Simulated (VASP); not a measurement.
# LiF (Griceite) (Fm-3m) in VASP: notebook, part 2 of 2

VASP 6.6.1. The steps go on from the part before.

## (3) G0W0 quasiparticle levels, PBE

File POSCAR:

```
LiF
1.0
    0.0000000000      1.9948691885      1.9948691885
    1.9948691885      0.0000000000      1.9948691885
    1.9948691885      1.9948691885      0.0000000000
Li F
1 1
Direct
    0.0000000000      0.0000000000      0.0000000000
    0.5000000000      0.5000000000      0.5000000000
```

File INCAR.step1:

```
SYSTEM = LiF
PREC     = Accurate       ! precision mode
ENCUT    = 500            ! plane-wave cutoff, eV
EDIFF    = 1E-8           ! SCF threshold, eV
ISMEAR   = 0              ! smearing method
SIGMA    = 0.01           ! smearing width, eV
LREAL    = .False.        ! projectors in reciprocal space
LASPH    = .True.         ! aspherical terms in the spheres
NELM     = 60             ! most SCF steps
ALGO     = Normal         ! electronic algorithm
LWAVE    = .True.         ! write WAVECAR
LCHARG   = .False.        ! write CHGCAR
GGA      = PE             ! functional
```

File INCAR.step2:

```
SYSTEM = LiF
PREC     = Accurate       ! precision mode
ENCUT    = 500            ! plane-wave cutoff, eV
EDIFF    = 1E-8           ! SCF threshold, eV
ISMEAR   = 0              ! smearing method
SIGMA    = 0.01           ! smearing width, eV
LREAL    = .False.        ! projectors in reciprocal space
LASPH    = .True.         ! aspherical terms in the spheres
NELM     = 1              ! most SCF steps
ALGO     = Exact          ! electronic algorithm
LWAVE    = .True.         ! write WAVECAR
LCHARG   = .False.        ! write CHGCAR
GGA      = PE             ! functional
NBANDS   = 91             ! bands
LOPTICS  = .True.         ! frequency-dependent dielectric function
ISTART   = 1
```

File INCAR.step3:

```
SYSTEM = LiF
PREC     = Accurate       ! precision mode
ENCUT    = 500            ! plane-wave cutoff, eV
EDIFF    = 1E-8           ! SCF threshold, eV
ISMEAR   = 0              ! smearing method
SIGMA    = 0.01           ! smearing width, eV
LREAL    = .False.        ! projectors in reciprocal space
LASPH    = .True.         ! aspherical terms in the spheres
ALGO     = EVGW0          ! electronic algorithm
LWAVE    = .False.        ! write WAVECAR
LCHARG   = .False.        ! write CHGCAR
GGA      = PE             ! functional
NELMGW   = 1            
NBANDS   = 91             ! bands
ENCUTGW  = 180.0          ! cutoff of the response function
NOMEGA   = 48             ! frequency points
PRECFOCK = Fast         
ISTART   = 1            
NBANDSGW = 12
```

File KPOINTS:

```
Automatic mesh
0
Gamma
  8 8 8
  0 0 0
```

Potentials or basis: VASP PAW PBE potentials, release 64 (Li_GW, F_GW).

Started as:

```sh
cat potpaw_PBE.64/Li_GW/POTCAR potpaw_PBE.64/F_GW/POTCAR > POTCAR
cp INCAR.step1 INCAR
mpirun -np 1 vasp_std > vasp.out
cp INCAR.step2 INCAR
mpirun -np 1 vasp_std > vasp.out
cp INCAR.step3 INCAR
mpirun -np 1 vasp_std > vasp.out
```

OUTCAR:

```text
SYSTEM = LiF
   PREC = Accurate
   ENCUT = 500
   EDIFF = 1E-8
   ISMEAR = 0
   LREAL = .False.
   LASPH = .True.
   GGA = PE
   NELMGW = 1
   ENCUTGW = 180.0
   PRECFOCK = Fast
   ISTART = 1

 ion  position               nearest neighbor table
   1  0.000  0.000  0.000-   2 1.99   2 1.99   2 1.99   2 1.99   2 1.99   2 1.99
   2  0.500  0.500  0.500-   1 1.99   1 1.99   1 1.99   1 1.99   1 1.99   1 1.99

  LATTYP: Found a face centered cubic cell.
 ALAT       =     3.9897383770

  Lattice vectors:

 A1 = (   0.0000000000,   1.9948691885,   1.9948691885)
 A2 = (   1.9948691885,   0.0000000000,   1.9948691885)
 A3 = (   1.9948691885,   1.9948691885,   0.0000000000)

Analysis of symmetry for initial positions (statically):
=====================================================================
 Subroutine PRICEL returns:
 Original cell was already a primitive cell.

 Routine SETGRP: Setting up the symmetry group for a
 face centered cubic supercell.

 Subroutine GETGRP returns: Found 48 space group operations
 (whereof 48 operations were pure point group operations)
 out of a pool of 48 trial point group operations.

The static configuration has the point symmetry O_h .

Analysis of symmetry for dynamics (positions and initial velocities):
=====================================================================
 Subroutine PRICEL returns:
 Original cell was already a primitive cell.

 Routine SETGRP: Setting up the symmetry group for a
 face centered cubic supercell.

 Subroutine GETGRP returns: Found 48 space group operations
[... 122 lines left out ...]
     AMIX     =   0.40;   BMIX     =  1.00
     AMIX_MAG =   1.60;   BMIX_MAG =  1.00
  volume/ion in A,a.u.               =       7.94        53.57
  Fermi-wavevector in a.u.,A,eV,Ry     =   1.302708  2.461761 23.089741  1.697048
  Thomas-Fermi vector in A             =   2.433758
   LORBIT       =      0    0 simple, 1 ext, 2 COOP (PROOUT), +10 PAW based schemes
   GGA     = PE    functional components
   LHFCALC =     T    Hartree Fock is set to
   PRECFOCK=fast      Normal, Fast or Accurate (Low or Medium for compatibility)
   ENCUT4O =  -1.0   cutoff for four orbital integrals eV
   NKREDX  =     1    reduce k-point grid by
   NKREDY  =     1    reduce k-point grid by
   NKREDZ  =     1    reduce k-point grid by
   AEXX    =    1.0000 exact exchange contribution
   HFSCREEN=    0.0000 screening length (either q_TF or 0.3 A-1)
   HFSCREENC=   0.0000 screening length for correlation (either q_TF or 0.3 A-1)
   ENCUTFOCK=  -1.0 apply spherical cutoff to Coloumb kernel
   IVDW    =     0    specifies the selected vdW correction
   LEPSILON=     F    determine dielectric tensor
   LRPA    =     F    only Hartree local field effects (RPA)
   LRPAFORCE           =     F    calculate RPA forces
   ENCUTGW             = 180.0    cutoff for response function in eV
   ENCUTGWSOFT         = 144.0    soft cutoff for Coulomb kernel in GW response function in eV
   ENCUTLF             =  -1.0    cutoff for local field effects
   NELMGW              =     1    number of iterations in solving QP/BSE equation
   NELMHF              =     1    number of iterations in the inner HF iteration
   NKREDLFX            =     1    NKREDLFY  =   1   NKREDLFZ  =   1
 non-spin polarized calculation
 Gauss-broadening in eV      SIGMA  =   0.01
  energy-cutoff  :      500.00
  volume of cell :       15.88
 maximum number of plane-waves:       415
 NGX is ok and might be reduce to    24
  NGX = 14; NGY = 14; NGZ = 14
   NGX = 11   NGY = 11   NGZ = 11
 maximum number of plane-waves:        92
 NGX is ok and might be reduce to    14

 QP shifts <psi_nk| G(iteration)W_0 |psi_nk>: iteration 1
 for sc-GW calculations column KS-energies equals QP-energies in previous step
 and V_xc(KS)=  KS-energies - (<T + V_ion + V_H > + <T+V_H+V_ion>^1  + <V_x>^1)

 k-point   1 :       0.0000    0.0000    0.0000
  band No.  KS-energies  QP-energies   sigma(KS)   V_xc(KS)     V^pw_x(r,r')   Z            occupation Imag(sigma)

      1     -23.2013     -27.4891     -27.8194     -22.2939     -36.5066       0.7760       2.0000       1.0694
      2      -3.0932      -5.7923     -26.2382     -22.9322     -30.7296       0.8164       2.0000       0.1023
      3      -3.0932      -5.7923     -26.2382     -22.9322     -30.7296       0.8164       2.0000       0.1023
      4      -3.0932      -5.7923     -26.2382     -22.9322     -30.7296       0.8164       2.0000       0.1023
      5       6.2174       7.9214      -8.5845     -10.5129      -5.5317       0.8836       0.0000      -0.0562
      6      21.2304      23.7719      -5.5391      -8.5004      -1.5853       0.8582       0.0000      -0.1328
      7      21.2304      23.7719      -5.5391      -8.5004      -1.5853       0.8582       0.0000      -0.1328
      8      21.2304      23.7719      -5.5391      -8.5004      -1.5853       0.8582       0.0000      -0.1328
      9      21.5199      23.2351      -6.5091      -8.4852      -2.6632       0.8680       0.0000      -0.1516
     10      21.5199      23.2351      -6.5091      -8.4852      -2.6632       0.8680       0.0000      -0.1516
     11      21.5199      23.2351      -6.5091      -8.4852      -2.6632       0.8680       0.0000      -0.1516
     12      24.7228      25.6705      -5.5947      -6.7085      -1.0961       0.8509       0.0000      -0.5289
[... 356 lines left out ...]
      1     -22.5706     -26.6604     -28.5777     -23.1077     -37.2273       0.7477       2.0000       0.9502
      2      -5.5277      -8.6906     -23.2542     -19.3316     -27.5942       0.8063       2.0000       0.1137
      3      -4.3865      -7.3251     -24.4493     -20.8297     -28.8052       0.8118       2.0000       0.1073
      4      -3.6070      -6.4195     -25.6898     -22.2323     -30.1617       0.8135       2.0000       0.1051
      5       9.6125      11.6116      -8.4240     -10.7097      -5.2836       0.8746       0.0000      -0.0542
      6      12.9015      15.2678      -9.8625     -12.6090      -6.5411       0.8616       0.0000      -0.0640
      7      16.1195      18.4725      -6.4597      -9.1501      -2.8956       0.8746       0.0000      -0.0718
      8      16.3809      18.6276      -7.2087      -9.8012      -3.6090       0.8666       0.0000      -0.0718
      9      24.9697      26.8067      -6.7887      -8.9166      -2.4990       0.8633       0.0000      -0.3859
     10      26.0921      27.9125      -6.3098      -8.4533      -1.9597       0.8492       0.0000      -0.3824
     11      31.7664      34.0242      -6.8935      -9.3669      -2.3092       0.9128       0.0000      -0.9234
     12      33.9428      36.9084      -8.0078     -11.2909      -3.4584       0.9033       0.0000      -0.9330

 [... further k-points ...]
```

OUTCAR.step1:

```text
SYSTEM = LiF
   PREC = Accurate
   ENCUT = 500
   EDIFF = 1E-8
   ISMEAR = 0
   LREAL = .False.
   LASPH = .True.
[... 485 lines left out ...]
      0.00000      0.00000      0.00000        -0.000000      0.000000     -0.000000
      1.99487      1.99487      1.99487         0.000000     -0.000000      0.000000
 -----------------------------------------------------------------------------------
    total drift:                               -0.000000     -0.000000      0.000000

  FREE ENERGIE OF THE ION-ELECTRON SYSTEM (eV)
  ---------------------------------------------------
  free  energy   TOTEN  =        -9.6034092669 eV

  energy  without entropy=       -9.6034092669  energy(sigma->0) =       -9.60340927
```

Wall time 15 min (1 thread of AMD EPYC 9R45 (Zen 5), shared host); peak memory 0.71 GiB.

What came out:

```yaml
Band_gap_on_the_k_mesh_mean-field_level: 9.31 eV, direct
Quasiparticle_gap: 13.71 eV
Least_direct_quasiparticle_gap: 13.71 eV
```

Caveat: bands, screening cutoff and mesh are small and nothing is extrapolated, so the quasiparticle values aren't converged. A k mesh can miss the band edges.

## (4) G0W0 quasiparticle levels, PBE

POSCAR is that of step 3.

File INCAR.step1:

```
SYSTEM = LiF
  PREC = Accurate
  ENCUT = 500
  EDIFF = 1E-8
  ISMEAR = 0
  SIGMA = 0.01
  LREAL = .FALSE.
  LASPH = .TRUE.
  NELM = 100
  ALGO = Normal
  LWAVE = .TRUE.
  LCHARG = .FALSE.
  GGA = PE
```

File INCAR.step2:

```
SYSTEM = LiF
  PREC = Accurate
  ENCUT = 500
  EDIFF = 1E-8
  ISMEAR = 0
  SIGMA = 0.01
  LREAL = .FALSE.
  LASPH = .TRUE.
  NELM = 1
  ALGO = Exact
  LWAVE = .TRUE.
  LCHARG = .FALSE.
  GGA = PE
  NBANDS = 91
  LOPTICS = .TRUE.
  ISTART = 1
```

File INCAR.step3:

```
SYSTEM = LiF
  PREC = Accurate
  ENCUT = 500
  EDIFF = 1E-8
  ISMEAR = 0
  SIGMA = 0.01
  LREAL = .FALSE.
  LASPH = .TRUE.
  ALGO = EVGW0
  LWAVE = .FALSE.
  LCHARG = .FALSE.
  GGA = PE
  NELMGW = 1
  NBANDS = 91
  ENCUTGW = 180.0
  NOMEGA = 48
  PRECFOCK = Fast
  ISTART = 1
  NBANDSGW = 12
```

File KPOINTS:

```
regular mesh
0
G
  8 8 8
  0 0 0
```

Potentials or basis: VASP PAW PBE potentials, release 64 (Li_GW, F_GW).

Started as:

```sh
cat potpaw_PBE.64/Li_GW/POTCAR potpaw_PBE.64/F_GW/POTCAR > POTCAR
cp INCAR.step1 INCAR
mpirun -np 1 vasp_std > vasp.out
cp INCAR.step2 INCAR
mpirun -np 1 vasp_std > vasp.out
cp INCAR.step3 INCAR
mpirun -np 1 vasp_std > vasp.out
```

OUTCAR:

```text
SYSTEM = LiF
   PREC = Accurate
   ENCUT = 500
   EDIFF = 1E-8
   ISMEAR = 0
   LREAL = .FALSE.
   LASPH = .TRUE.
   GGA = PE
   NELMGW = 1
   ENCUTGW = 180.0
   PRECFOCK = Fast
   ISTART = 1

 ion  position               nearest neighbor table
   1  0.000  0.000  0.000-   2 1.99   2 1.99   2 1.99   2 1.99   2 1.99   2 1.99
   2  0.500  0.500  0.500-   1 1.99   1 1.99   1 1.99   1 1.99   1 1.99   1 1.99

  LATTYP: Found a face centered cubic cell.
 ALAT       =     3.9897383770

  Lattice vectors:

 A1 = (   0.0000000000,   1.9948691885,   1.9948691885)
 A2 = (   1.9948691885,   0.0000000000,   1.9948691885)
 A3 = (   1.9948691885,   1.9948691885,   0.0000000000)

Analysis of symmetry for initial positions (statically):
=====================================================================
 Subroutine PRICEL returns:
 Original cell was already a primitive cell.

 Routine SETGRP: Setting up the symmetry group for a
 face centered cubic supercell.

 Subroutine GETGRP returns: Found 48 space group operations
 (whereof 48 operations were pure point group operations)
 out of a pool of 48 trial point group operations.

The static configuration has the point symmetry O_h .

Analysis of symmetry for dynamics (positions and initial velocities):
=====================================================================
 Subroutine PRICEL returns:
 Original cell was already a primitive cell.

 Routine SETGRP: Setting up the symmetry group for a
 face centered cubic supercell.

 Subroutine GETGRP returns: Found 48 space group operations
[... 122 lines left out ...]
     AMIX     =   0.40;   BMIX     =  1.00
     AMIX_MAG =   1.60;   BMIX_MAG =  1.00
  volume/ion in A,a.u.               =       7.94        53.57
  Fermi-wavevector in a.u.,A,eV,Ry     =   1.302708  2.461761 23.089741  1.697048
  Thomas-Fermi vector in A             =   2.433758
   LORBIT       =      0    0 simple, 1 ext, 2 COOP (PROOUT), +10 PAW based schemes
   GGA     = PE    functional components
   LHFCALC =     T    Hartree Fock is set to
   PRECFOCK=fast      Normal, Fast or Accurate (Low or Medium for compatibility)
   ENCUT4O =  -1.0   cutoff for four orbital integrals eV
   NKREDX  =     1    reduce k-point grid by
   NKREDY  =     1    reduce k-point grid by
   NKREDZ  =     1    reduce k-point grid by
   AEXX    =    1.0000 exact exchange contribution
   HFSCREEN=    0.0000 screening length (either q_TF or 0.3 A-1)
   HFSCREENC=   0.0000 screening length for correlation (either q_TF or 0.3 A-1)
   ENCUTFOCK=  -1.0 apply spherical cutoff to Coloumb kernel
   IVDW    =     0    specifies the selected vdW correction
   LEPSILON=     F    determine dielectric tensor
   LRPA    =     F    only Hartree local field effects (RPA)
   LRPAFORCE           =     F    calculate RPA forces
   ENCUTGW             = 180.0    cutoff for response function in eV
   ENCUTGWSOFT         = 144.0    soft cutoff for Coulomb kernel in GW response function in eV
   ENCUTLF             =  -1.0    cutoff for local field effects
   NELMGW              =     1    number of iterations in solving QP/BSE equation
   NELMHF              =     1    number of iterations in the inner HF iteration
   NKREDLFX            =     1    NKREDLFY  =   1   NKREDLFZ  =   1
 non-spin polarized calculation
 Gauss-broadening in eV      SIGMA  =   0.01
  energy-cutoff  :      500.00
  volume of cell :       15.88
 maximum number of plane-waves:       415
 NGX is ok and might be reduce to    24
  NGX = 14; NGY = 14; NGZ = 14
   NGX = 11   NGY = 11   NGZ = 11
 maximum number of plane-waves:        92
 NGX is ok and might be reduce to    14

 QP shifts <psi_nk| G(iteration)W_0 |psi_nk>: iteration 1
 for sc-GW calculations column KS-energies equals QP-energies in previous step
 and V_xc(KS)=  KS-energies - (<T + V_ion + V_H > + <T+V_H+V_ion>^1  + <V_x>^1)

 k-point   1 :       0.0000    0.0000    0.0000
  band No.  KS-energies  QP-energies   sigma(KS)   V_xc(KS)     V^pw_x(r,r')   Z            occupation Imag(sigma)

      1     -23.2013     -27.4891     -27.8194     -22.2939     -36.5066       0.7760       2.0000       1.0694
      2      -3.0932      -5.7923     -26.2382     -22.9322     -30.7296       0.8164       2.0000       0.1023
      3      -3.0932      -5.7923     -26.2382     -22.9322     -30.7296       0.8164       2.0000       0.1023
      4      -3.0932      -5.7923     -26.2382     -22.9322     -30.7296       0.8164       2.0000       0.1023
      5       6.2174       7.9214      -8.5845     -10.5129      -5.5317       0.8836       0.0000      -0.0562
      6      21.2304      23.7719      -5.5391      -8.5004      -1.5853       0.8582       0.0000      -0.1328
      7      21.2304      23.7719      -5.5391      -8.5004      -1.5853       0.8582       0.0000      -0.1328
      8      21.2304      23.7719      -5.5391      -8.5004      -1.5853       0.8582       0.0000      -0.1328
      9      21.5199      23.2351      -6.5091      -8.4852      -2.6632       0.8680       0.0000      -0.1516
     10      21.5199      23.2351      -6.5091      -8.4852      -2.6632       0.8680       0.0000      -0.1516
     11      21.5199      23.2351      -6.5091      -8.4852      -2.6632       0.8680       0.0000      -0.1516
     12      24.7228      25.6705      -5.5947      -6.7085      -1.0961       0.8509       0.0000      -0.5289
[... 356 lines left out ...]
      1     -22.5706     -26.6604     -28.5777     -23.1077     -37.2273       0.7477       2.0000       0.9502
      2      -5.5277      -8.6906     -23.2542     -19.3316     -27.5942       0.8063       2.0000       0.1137
      3      -4.3865      -7.3251     -24.4493     -20.8297     -28.8052       0.8118       2.0000       0.1073
      4      -3.6070      -6.4195     -25.6898     -22.2323     -30.1617       0.8135       2.0000       0.1051
      5       9.6125      11.6116      -8.4240     -10.7097      -5.2836       0.8746       0.0000      -0.0542
      6      12.9015      15.2678      -9.8625     -12.6090      -6.5411       0.8616       0.0000      -0.0640
      7      16.1195      18.4725      -6.4597      -9.1501      -2.8956       0.8746       0.0000      -0.0718
      8      16.3809      18.6276      -7.2087      -9.8012      -3.6090       0.8666       0.0000      -0.0718
      9      24.9697      26.8067      -6.7887      -8.9166      -2.4990       0.8633       0.0000      -0.3859
     10      26.0921      27.9125      -6.3098      -8.4533      -1.9597       0.8492       0.0000      -0.3824
     11      31.7664      34.0242      -6.8935      -9.3669      -2.3092       0.9128       0.0000      -0.9234
     12      33.9428      36.9084      -8.0078     -11.2909      -3.4584       0.9033       0.0000      -0.9330

 [... further k-points ...]
```

OUTCAR.step2:

```text
SYSTEM = LiF
   PREC = Accurate
   ENCUT = 500
   EDIFF = 1E-8
[... 1014 lines left out ...]
  --------------------------------------------------------------------------------------------------------------
     0.00000     2.05948     2.05948     2.05948     0.00000     0.00000    -0.00000
     2.43325     2.08645     2.08645     2.08645     0.00000     0.00000    -0.00000
     4.86649     2.18203     2.18203     2.18203     0.00000     0.00000    -0.00000
     7.29974     2.41913     2.41913     2.41913     0.00000     0.00000    -0.00000
     9.73298     3.17030     3.17030     3.17030     0.00000     0.00000    -0.00000
    12.16623     0.21301     0.21301     0.21301    -0.00000     0.00000     0.00000
[... 92 lines left out ...]
   238.45810     0.98828     0.98828     0.98828    -0.00000     0.00000    -0.00000
   240.89134     0.98855     0.98855     0.98855    -0.00000     0.00000    -0.00000
```

It took 38 min on 1 thread of AMD EPYC 7R43 (Zen 3), shared host; peak memory 0.7 GiB.

What came out:

```yaml
Band_gap_on_the_k_mesh_mean-field_level: 9.31 eV, direct
Quasiparticle_gap: 13.71 eV
Least_direct_quasiparticle_gap: 13.71 eV
```

Levels at points of the mesh, in eV from the valence-band top:
| k point | band 1 | band 2 | band 3 | band 4 | band 5 | band 6 | band 7 | band 8 |
| --- | --- | --- | --- | --- | --- | --- | --- | --- |
| (0.00, 0.00, 0.00) | -20.11 | 0.00 | 0.00 | 0.00 | 9.31 | 24.32 | 24.32 | 24.32 |
| (0.50, 0.00, 0.00) | -19.60 | -2.63 | -0.25 | -0.25 | 10.92 | 17.06 | 19.12 | 19.12 |
| (0.50, 0.50, 0.00) | -19.32 | -3.14 | -1.04 | -1.04 | 15.09 | 16.60 | 17.75 | 20.58 |

Caveat: bands, screening cutoff and mesh are small and nothing is extrapolated, so the quasiparticle values aren't converged. A k mesh can miss the band edges.
